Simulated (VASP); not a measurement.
The system is CdF2.

```
CELL_PARAMETERS angstrom
0.00000 2.69400 2.69400
2.69400 0.00000 2.69400
2.69400 2.69400 0.00000
ATOMIC_POSITIONS crystal
Cd 0.00000 0.00000 0.00000
F 0.75000 0.75000 0.75000
F 0.25000 0.25000 0.25000
```

```yaml
Program: VASP 6.6.1
Task: relaxation of cell and atoms
Functional: PBE
Dispersion: D4
Potentials_or_basis: VASP PAW PBE potentials, release 64 (Cd, F)
Cutoff: 600 eV
k_mesh: 9 × 9 × 9
Occupations: fermi-dirac, width 0.05 eV
Spin: no spin polarisation
```

At the start: pressure 4.0 GPa; volume 13.03 Å³/atom.

Q: Where does the relaxation end?

A: Over 3 steps the energy falls by 5.8 meV/atom and the volume is 13.52 Å³/atom (+3.7 %); space group Fm-3m (No. 225, to 0.05 Å).

Step by step:
```
step  energy change (eV)  largest force (eV/Å)  pressure (GPa)  volume (Å³)
   1              0.0000                0.0000            3.95        39.10
   2             -0.0162                0.0000           -0.92        40.95
   3             -0.0174                0.0000            0.01        40.56
```

Final structure:
```
CELL_PARAMETERS angstrom
0.00000 2.72703 2.72703
2.72703 0.00000 2.72703
2.72703 2.72703 0.00000
ATOMIC_POSITIONS crystal
Cd 0.00000 0.00000 0.00000
F 0.75000 0.75000 0.75000
F 0.25000 0.25000 0.25000
```
